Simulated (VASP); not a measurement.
# Ba: relaxation of cell and atoms with PBEsol

The system is Ba.

```
CELL_PARAMETERS angstrom
4.07163 0.00000 0.00000
0.00000 4.07163 0.00000
0.00000 0.00000 4.07163
ATOMIC_POSITIONS crystal
Ba 0.00000 0.00000 0.00000
```

This isn't the form of Ba at room conditions, which is bcc.

- Program: VASP 6.6.1
- Task: relaxation of cell and atoms
- Functional: PBEsol
- Potentials or basis: VASP PAW PBE potentials, release 64 (Ba_sv)
- Cutoff: 600 eV
- k mesh: 8 × 8 × 8
- Occupations: fermi-dirac, width 0.1 eV
- Spin: no spin polarisation
- Dipole correction: no
- Further INCAR settings: ALGO = Normal; EDIFF = 1e-07; IBRION = 2; EDIFFG = -0.01; NSW = 80; ISIF = 3

| Quantity | Value |
| --- | --- |
| Relaxed volume | 56.65 Å³/atom |
| Relaxed cell | a = 3.841 Å, b = 3.841 Å, c = 3.841 Å, α = 90.00°, β = 90.00°, γ = 90.00° |
| Space group after relaxing (to 0.1 Å) | Pm-3m (No. 221) |
| Energy gained by relaxing | 38.4 meV/atom |
| Ionic steps | 4 |
| Pressure after relaxing | 0.0 GPa |
| Band gap on the k mesh | zero (bands 5 and 6 overlap by 0.09 eV) |

Step by step:
| step | energy change (eV) | largest force (eV/Å) | pressure (GPa) | volume (Å³) |
| --- | --- | --- | --- | --- |
| 1 | 0.0000 | 0.0000 | -1.01 | 67.50 |
| 2 | -0.0223 | 0.0000 | -0.72 | 63.43 |
| 3 | -0.0375 | 0.0000 | -0.19 | 58.28 |
| 4 | -0.0384 | 0.0000 | 0.02 | 56.65 |

Final structure:
```xyz
1
Lattice="3.8407 0.0000 0.0000 0.0000 3.8407 0.0000 0.0000 0.0000 3.8407" Properties=species:S:1:pos:R:3 pbc="T T T"
Ba    0.0000    0.0000    0.0000
```

Levels at points of the mesh, in eV from the Fermi level:
| k point | band 2 | band 3 | band 4 | band 5 | band 6 | band 7 | band 8 | band 9 |
| --- | --- | --- | --- | --- | --- | --- | --- | --- |
| (0.00, 0.00, 0.00) | -13.75 | -13.75 | -13.75 | -2.61 | -0.04 | -0.04 | 5.32 | 5.32 |
| (0.50, 0.00, 0.00) | -14.66 | -13.66 | -13.66 | -0.66 | 0.58 | 1.02 | 2.80 | 2.80 |
| (0.50, 0.50, 0.00) | -14.52 | -14.52 | -13.58 | -1.14 | 0.76 | 3.35 | 3.35 | 3.75 |
| (0.50, 0.50, 0.50) | -14.40 | -14.40 | -14.40 | -0.11 | -0.11 | -0.11 | 4.06 | 7.17 |

Wall time 30 s on 1 thread of Intel(R) Xeon(R) 6975P-C (Granite Rapids), on a shared host, peak memory 0.21 GiB.

Caveat: the volume moved by over 15 % at a fixed basis, so the end points are rough; the PAW data sets were made with another functional, which shifts forces and pressure a little; spin-orbit coupling is left out, which moves the levels of the heavy elements.
